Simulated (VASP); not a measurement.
# CsLi3 (Pm-3m) in VASP: further runs

CsLi3 is run at these levels: PBE; tasks: single point, relaxation of cell and atoms.

Everything below comes from runs of VASP 6.6.1. Logs are shortened: lines on timing, memory, paths and dates and some standing lists are left out, and cuts for length are marked.

### 1 The cell of the first run

It takes space group Pm-3m (No. 221, cubic). Conventional cell: a = 5.458 Å, b = 5.458 Å, c = 5.458 Å, α = 90.00°, β = 90.00°, γ = 90.00°. Within 5.1 Å of Cs (site symmetry m-3m) lie 12 Li at 3.86 Å. Within 5.1 Å of Li (site symmetry 4/mmm) lie 4 Cs at 3.86 Å and 8 Li at 3.86 Å.

### 2 Single point, PBE

INCAR

```
SYSTEM = CsLi3
  ALGO = Normal
  EDIFF = 1E-7
  ENCUT = 520
  GGA = PE
  ISIF = 2
  ISMEAR = 0
  LASPH = .True.
  LCHARG = .False.
  LREAL = .False.
  LWAVE = .False.
  NBANDS = 17
  NELM = 100
  PREC = Accurate
  SIGMA = 0.1
```

KPOINTS

```
k-points
0
Gamma
  4 4 4
  0 0 0
```

POSCAR

```
CsLi3
1.0
    5.4580741394      0.0000000000      0.0000000000
    0.0000000000      5.4580741394      0.0000000000
    0.0000000000      0.0000000000      5.4580741394
Cs Li
1 3
Direct
    0.0000000000      0.0000000000      0.0000000000
    0.0000000000      0.5000000000      0.5000000000
    0.5000000000      0.0000000000      0.5000000000
    0.5000000000      0.5000000000      0.0000000000
```

Potentials or basis: VASP PAW PBE potentials, release 64 (Cs_sv, Li_sv).

Command:

```bash
$ cat potpaw_PBE.64/Cs_sv/POTCAR potpaw_PBE.64/Li_sv/POTCAR > POTCAR
$ mpirun -np 1 vasp_std > vasp.out
```

OUTCAR:

```text
SYSTEM = CsLi3
   EDIFF = 1E-7
   ENCUT = 520
   GGA = PE
   ISIF = 2
   ISMEAR = 0
   LASPH = .True.
   LREAL = .False.
   NELM = 100
   PREC = Accurate

 ion  position               nearest neighbor table
   1  0.000  0.000  0.000-
   2  0.000  0.500  0.500-
   3  0.500  0.000  0.500-
   4  0.500  0.500  0.000-

  LATTYP: Found a simple cubic cell.
 ALAT       =     5.4580741394

  Lattice vectors:

 A1 = (   5.4580741394,   0.0000000000,   0.0000000000)
 A2 = (   0.0000000000,   5.4580741394,   0.0000000000)
 A3 = (   0.0000000000,   0.0000000000,   5.4580741394)

Analysis of symmetry for initial positions (statically):
=====================================================================
 Subroutine PRICEL returns:
 Original cell was already a primitive cell.

 Routine SETGRP: Setting up the symmetry group for a
 simple cubic supercell.

 Subroutine GETGRP returns: Found 48 space group operations
 (whereof 48 operations were pure point group operations)
 out of a pool of 48 trial point group operations.

The static configuration has the point symmetry O_h .

Analysis of symmetry for dynamics (positions and initial velocities):
=====================================================================
 Subroutine PRICEL returns:
 Original cell was already a primitive cell.

 Routine SETGRP: Setting up the symmetry group for a
 simple cubic supercell.

 Subroutine GETGRP returns: Found 48 space group operations
 (whereof 48 operations were pure point group operations)
 out of a pool of 48 trial point group operations.

The dynamic configuration has the point symmetry O_h .

 Subroutine INISYM returns: Found 48 space group operations
 (whereof 48 operations are pure point group operations),
 and found     1 'primitive' translations

----------------------------------------------------------------------------------------

                                     Primitive cell

  volume of cell :     162.5992

  direct lattice vectors                    reciprocal lattice vectors
     5.458074139  0.000000000  0.000000000     0.183214807  0.000000000  0.000000000
     0.000000000  5.458074139  0.000000000     0.000000000  0.183214807  0.000000000
     0.000000000  0.000000000  5.458074139     0.000000000  0.000000000  0.183214807

  length of vectors
     5.458074139  5.458074139  5.458074139     0.183214807  0.183214807  0.183214807

  position of ions in fractional coordinates (direct lattice)
     0.000000000  0.000000000  0.000000000
     0.000000000  0.500000000  0.500000000
     0.500000000  0.000000000  0.500000000
     0.500000000  0.500000000  0.000000000

  ion indices of the primitive-cell ions
   primitive index   ion index
                 1           1
                 2           2
                 3           3
                 4           4

----------------------------------------------------------------------------------------

 KPOINTS: k-points

Automatic generation of k-mesh.
 Grid dimensions read from file:
 generate k-points for:    4    4    4

 Generating k-lattice:

  Cartesian coordinates                     Fractional coordinates (reciprocal lattice)
     0.045803702  0.000000000  0.000000000     0.250000000  0.000000000  0.000000000
     0.000000000  0.045803702  0.000000000     0.000000000  0.250000000  0.000000000
     0.000000000  0.000000000  0.045803702     0.000000000  0.000000000  0.250000000

  Length of vectors
     0.045803702  0.045803702  0.045803702

  Shift w.r.t. Gamma in fractional coordinates (k-lattice)
     0.000000000  0.000000000  0.000000000

 Subroutine IBZKPT returns following result:
 ===========================================

 Found     10 irreducible k-points:

 Following reciprocal coordinates:
            Coordinates               Weight
  0.000000  0.000000  0.000000      1.000000
  0.250000  0.000000  0.000000      6.000000
  0.500000  0.000000  0.000000      3.000000
  0.250000  0.250000  0.000000     12.000000
  0.500000  0.250000  0.000000     12.000000
  0.500000  0.500000  0.000000      3.000000
  0.250000  0.250000  0.250000      8.000000
  0.500000  0.250000  0.250000     12.000000
  0.500000  0.500000  0.250000      6.000000
  0.500000  0.500000  0.500000      1.000000
   k-points           NKPTS =     10   k-points in BZ     NKDIM =     10   number of bands    NBANDS=     17
   number of dos      NEDOS =    301   number of ions     NIONS =      4
   total plane-waves  NPLWV =  74088
   dimension x,y,z NGX =    42 NGY =   42 NGZ =   42
   dimension x,y,z NGXF=    84 NGYF=   84 NGZF=   84
   ions per type =               1   3
   NGX,Y,Z   is equivalent  to a cutoff of  12.79, 12.79, 12.79 a.u.
   NGXF,Y,Z  is equivalent  to a cutoff of  25.59, 25.59, 25.59 a.u.
 SYSTEM =  CsLi3
   PREC   = accura    normal or accurate (medium, high low for compatibility)
   ISTART =      0    job   : 0-new  1-cont  2-samecut
   ICHARG =      2    charge: 1-file 2-atom 10-const
   ISPIN  =      1    spin polarized calculation?
   LNONCOLLINEAR =      F non collinear calculations
   LSORBIT =      F    spin-orbit coupling
   LASPH  =      T    aspherical Exc in radial PAW
   ENCUT  =  520.0 eV  38.22 Ry    6.18 a.u.  10.15 10.15 10.15*2*pi/ulx,y,z
   NELM   =    100;   NELMIN=  2; NELMDL= -5     # of ELM steps
   EDIFF  = 0.1E-06   stopping-criterion for ELM
   LREAL  =      F    real-space projection
   EDIFFG = 0.1E-05   stopping-criterion for IOM
   NSW    =      0    number of steps for IOM
   IBRION =     -1    ionic relax: 0-MD 1-quasi-New 2-CG
   NFREE  =      0    steps in history (QN), initial steepest desc. (CG)
   ISIF   =      2    stress and relaxation
   ISYM   =      2    0-nonsym 1-usesym 2-fastsym
   POTIM  = 0.5000    time-step for ionic-motion
   TEBEG  =    0.0;   TEEND  =   0.0 temperature during run
   PSTRESS=    0.0 pullay stress
   NELECT =      18.0000    total number of electrons
   NUPDOWN=      -1.0000    fix difference up-down
   EMIN   =  10.00;   EMAX   =-10.00  energy-range for DOS
   EFERMI =   0.00;   METHOD = LEGACY
   ISMEAR =     0;   SIGMA  =   0.10  broadening in eV -4-tet -1-fermi 0-gaus
   EFERMI_NEDOS =   21; number of points for ismear=-14 and -15
   IALGO  =     38    algorithm
   IMIX   =      4    mixing-type and parameters
     AMIX     =   0.40;   BMIX     =  1.00
     AMIX_MAG =   1.60;   BMIX_MAG =  1.00
  volume/ion in A,a.u.               =      40.65       274.32
  Fermi-wavevector in a.u.,A,eV,Ry     =   0.786067  1.485451  8.407058  0.617901
  Thomas-Fermi vector in A             =   1.890530
   LORBIT       =      0    0 simple, 1 ext, 2 COOP (PROOUT), +10 PAW based schemes
   GGA     = PE    functional components
   LHFCALC =     F    Hartree Fock is set to
   AEXX    =    0.0000 exact exchange contribution
   IVDW    =     0    specifies the selected vdW correction
   LEPSILON=     F    determine dielectric tensor
   LRPA    =     F    only Hartree local field effects (RPA)
 non-spin polarized calculation
 Gauss-broadening in eV      SIGMA  =   0.10
  energy-cutoff  :      520.00
  volume of cell :      162.60
 maximum number of plane-waves:      4416
 NGX is ok and might be reduce to    42
   NGX = 21   NGY = 21   NGZ = 21

 number of electron      17.9999975 magnetization

 Free energy of the ion-electron system (eV)
  ---------------------------------------------------
  ext. energy  EPLUGINS =         0.00000000
  ---------------------------------------------------
  free energy    TOTEN  =        -5.18551840 eV

  energy without entropy =       -5.15729160  energy(sigma->0) =       -5.17140500

 E-fermi :   0.7034     XC(G=0):  -6.4348

 val. band max:        0.6869810317   @ k =   0.5000   0.5000   0.2500
 cond. band min:       0.7153224994   @ k =   0.5000   0.5000   0.5000
 fundamental gap:      0.0283414677
 Fermi energy:         0.7033599650

 k-point     1 :       0.0000    0.0000    0.0000
  band No.  band energies     occupation
      1     -47.2241      2.00000
      2     -47.2233      2.00000
      3     -47.2233      2.00000
      4     -22.3651      2.00000
      5      -9.2238      2.00000
      6      -9.2238      2.00000
[... 9 lines left out ...]
     16       4.3800      0.00000
     17       4.4817      0.00000

 k-point     2 :       0.2500    0.0000    0.0000
  band No.  band energies     occupation
      1     -47.2240      2.00000
      2     -47.2233      2.00000
      3     -47.2232      2.00000
      4     -22.3638      2.00000
      5      -9.2751      2.00000
      6      -9.2181      2.00000
[... 9 lines left out ...]
     16       4.4681      0.00000
     17       4.5070      0.00000

 k-point     3 :       0.5000    0.0000    0.0000
  band No.  band energies     occupation
      1     -47.2238      2.00000
      2     -47.2235      2.00000
      3     -47.2232      2.00000
      4     -22.3626      2.00000
      5      -9.3249      2.00000
      6      -9.2123      2.00000
[... 9 lines left out ...]
     16       4.1823      0.00000
     17       4.6860      0.00000

 k-point     4 :       0.2500    0.2500    0.0000
  band No.  band energies     occupation
      1     -47.2239      2.00000
      2     -47.2234      2.00000
      3     -47.2233      2.00000
      4     -22.3626      2.00000
      5      -9.2697      2.00000
      6      -9.2684      2.00000
[... 9 lines left out ...]
     16       5.1925      0.00000
     17       5.1949      0.00000

 k-point     5 :       0.5000    0.2500    0.0000
  band No.  band energies     occupation
      1     -47.2237      2.00000
      2     -47.2235      2.00000
      3     -47.2233      2.00000
      4     -22.3613      2.00000
      5      -9.3187      2.00000
      6      -9.2630      2.00000
[... 9 lines left out ...]
     16       4.6649      0.00000
     17       4.9367      0.00000

 k-point     6 :       0.5000    0.5000    0.0000
  band No.  band energies     occupation
      1     -47.2235      2.00000
      2     -47.2235      2.00000
      3     -47.2235      2.00000
      4     -22.3601      2.00000
      5      -9.3124      2.00000
      6      -9.3124      2.00000
[... 9 lines left out ...]
     16       4.9019      0.00000
     17       4.9259      0.00000

 k-point     7 :       0.2500    0.2500    0.2500
  band No.  band energies     occupation
      1     -47.2238      2.00000
      2     -47.2234      2.00000
      3     -47.2234      2.00000
      4     -22.3613      2.00000
      5      -9.2644      2.00000
      6      -9.2628      2.00000
[... 9 lines left out ...]
     16       4.3898      0.00000
     17       5.1837      0.00000

 k-point     8 :       0.5000    0.2500    0.2500
  band No.  band energies     occupation
      1     -47.2237      2.00000
      2     -47.2235      2.00000
      3     -47.2234      2.00000
      4     -22.3601      2.00000
      5      -9.3128      2.00000
      6      -9.2580      2.00000
[... 9 lines left out ...]
     16       5.0067      0.00000
     17       5.5599      0.00000

 k-point     9 :       0.5000    0.5000    0.2500
  band No.  band energies     occupation
      1     -47.2235      2.00000
      2     -47.2235      2.00000
      3     -47.2235      2.00000
      4     -22.3588      2.00000
      5      -9.3070      2.00000
      6      -9.3070      2.00000
[... 9 lines left out ...]
     16       5.3611      0.00000
     17       6.0414      0.00000

 k-point    10 :       0.5000    0.5000    0.5000
  band No.  band energies     occupation
      1     -47.2236      2.00000
      2     -47.2236      2.00000
      3     -47.2236      2.00000
      4     -22.3576      2.00000
      5      -9.3015      2.00000
      6      -9.3015      2.00000
[... 9 lines left out ...]
     16       5.6310      0.00000
     17       5.6310      0.00000

------------------------ aborting loop because EDIFF is reached ----------------------------------------

  FORCE on cell =-STRESS in cart. coord.  units (eV):
  Direction    XX          YY          ZZ          XY          YZ          ZX
  --------------------------------------------------------------------------------------
  -------------------------------------------------------------------------------------
  Total       -0.0426644     -0.0426644     -0.0426644      0.0000000      0.0000000     -0.0000000
  in kB       -0.4203953     -0.4203953     -0.4203953      0.0000000      0.0000000     -0.0000000
  external PRESSURE =      -0.4203953 kB  Pullay stress =       0.0000000 kB

 VOLUME and BASIS-vectors are now :
 -----------------------------------------------------------------------------
  energy-cutoff  :      520.00
  volume of cell :      162.60
      direct lattice vectors                 reciprocal lattice vectors
     5.458074139  0.000000000  0.000000000     0.183214807  0.000000000  0.000000000
     0.000000000  5.458074139  0.000000000     0.000000000  0.183214807  0.000000000
     0.000000000  0.000000000  5.458074139     0.000000000  0.000000000  0.183214807

 POSITION                                       TOTAL-FORCE (eV/Angst)
 -----------------------------------------------------------------------------------
      0.00000      0.00000      0.00000         0.000000      0.000000      0.000000
      0.00000      2.72904      2.72904         0.000000      0.000000      0.000000
      2.72904      0.00000      2.72904         0.000000      0.000000      0.000000
      2.72904      2.72904      0.00000         0.000000      0.000000      0.000000
 -----------------------------------------------------------------------------------
    total drift:                                0.000000      0.000000     -0.000000

  FREE ENERGIE OF THE ION-ELECTRON SYSTEM (eV)
  ---------------------------------------------------
  free  energy   TOTEN  =        -5.1855184026 eV

  energy  without entropy=       -5.1572916040  energy(sigma->0) =       -5.17140500
```

Run time: 45 s. Hardware: 1 thread of AMD EPYC 7R43 (Zen 3), shared host; peak memory 0.19 GiB.

Results:

| Property | Result |
| --- | --- |
| Free energy | -5.1855 eV |
| Band gap on the k mesh | zero (band 9 reaches 1.49 eV, above the bottom of band 10 at 0.66 eV) |

Caveat: the cutoff is under 1.25 times the usual one of these potentials, so pressure, stress and relaxed cells hold a basis-set (Pulay) error; spin-orbit coupling is left out, which moves the levels of the heavy elements.

[end of part 1 of 2]
